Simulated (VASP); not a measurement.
Crystal: CaSe.

```xyz
2
Lattice="0.0000 3.3000 3.3000 3.3000 0.0000 3.3000 3.3000 3.3000 0.0000" Properties=species:S:1:pos:R:3 pbc="T T T"
Se    1.6500    1.6500    1.6500
Ca    0.0000    0.0000    0.0000
```

| Quantity | Value |
| --- | --- |
| Program | VASP 6.6.1 |
| Task | relaxation of cell and atoms |
| Functional | BLYP |
| Dispersion | D4 |
| Potentials or basis | VASP PAW PBE potentials, release 64 (Se, Ca_sv) |
| Cutoff | 600 eV |
| k mesh | 7 × 7 × 7 |
| Occupations | gaussian, width 0.05 eV |
| Spin | no spin polarisation |

At the start: pressure -1.1 GPa; volume 35.94 Å³/atom.

Q: Where does the relaxation end?

A: Over 3 steps the energy falls by 4.4 meV/atom and the volume is 34.71 Å³/atom (-3.4 %); space group F-43m (No. 216, to 0.05 Å).

Step by step:
| step | energy change (eV) | largest force (eV/Å) | pressure (GPa) | volume (Å³) |
| --- | --- | --- | --- | --- |
| 1 | 0.0000 | 0.0000 | -1.12 | 71.87 |
| 2 | -0.0087 | 0.0000 | 0.07 | 69.29 |
| 3 | -0.0087 | 0.0000 | 0.00 | 69.43 |

Final structure:
```
Se Ca
1.0
     0.00000    3.26212    3.26212
     3.26212    0.00000    3.26212
     3.26212    3.26212    0.00000
Se Ca
1 1
Direct
  0.25000 0.25000 0.25000
  0.00000 0.00000 0.00000
```

Caveat: the PAW data sets were made with another functional, which shifts forces and pressure a little.
